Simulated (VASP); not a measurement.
Input of a VASP 6.6.1 run:

The input INCAR:

```
SYSTEM = Al
PREC = Accurate
ENCUT = 520
EDIFF = 1E-7
ISMEAR = 0
SIGMA = 0.15
LREAL = .False.
LASPH = .True.
NELM = 80
ALGO = Normal
ISIF = 2
LWAVE = .False.
LCHARG = .False.
GGA = PE
IVDW = 12
NBANDS = 8
```

The input KPOINTS:

```
regular mesh
0
Gamma
  22 22 22
  0 0 0
```

POSCAR

```
Al
1.0
    0.0000000000      2.2814767627      1.4355051791
    2.2814767627      0.0000000000      1.4355051791
    2.2814767627      2.2814767627      0.0000000000
Al
1
Direct
    0.0000000000      0.0000000000      0.0000000000
```

Potentials or basis: VASP PAW PBE potentials, release 64 (Al).

Command:

```sh
$ cat potpaw_PBE.64/Al/POTCAR > POTCAR
$ mpirun -np 1 vasp_std > vasp.out
```

Q: Predict the dispersion energy per atom.

A: -0.373 eV.

Q: Predict the pressure.

A: 7.2 GPa.

Stress tensor (GPa, compression positive):
```
7.92 0.00 0.00
0.00 7.92 0.00
0.00 0.00 5.90
```

Caveat: pairwise dispersion overbinds metals, which lowers pressure and volume.
